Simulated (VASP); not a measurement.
GaSb3, 4 atoms in the cell. It takes space group Fm-3m (No. 225, cubic). The conventional cell has a = 7.511 Å, b = 7.511 Å, c = 7.511 Å, α = 90.00°, β = 90.00°, γ = 90.00°. Within 4.3 Å of Sb (site symmetry m-3m) lie 8 Sb at 3.25 Å and 6 Ga at 3.76 Å. Sb (site symmetry -43m) has 4 Ga at 3.25 Å and 10 Sb at 3.25 to 3.76 Å within 4.3 Å. Ga (site symmetry m-3m) has 14 Sb at 3.25 to 3.76 Å within 4.3 Å. 

```yaml
Program: VASP 6.6.1
Task: single point
Functional: PBE
Potentials_or_basis: VASP PAW PBE potentials, release 64 (Sb, Ga_d)
Cutoff: 520 eV
k_mesh: 6 × 6 × 6
Occupations: fermi-dirac, width 0.05 eV
Spin: no spin polarisation
Dipole_correction: no
Further_INCAR_settings: ALGO = Normal; EDIFF = 1e-06; NBANDS = 22
```

Potentials or basis: VASP PAW PBE potentials, release 64 (Sb, Ga_d).

Command:

```bash
$ cat potpaw_PBE.64/Sb/POTCAR potpaw_PBE.64/Ga_d/POTCAR > POTCAR
$ mpirun -np 1 vasp_std > vasp.out
```

Hardware: 1 thread of Intel(R) Xeon(R) 6975P-C (Granite Rapids), with other jobs on the host.

Task: How long does it take, and how much memory?

Result: Wall time 16 s on 1 thread of Intel(R) Xeon(R) 6975P-C (Granite Rapids), with other jobs on the host, peak memory 0.25 GiB. Counts: scf iterations 11, k points 16.
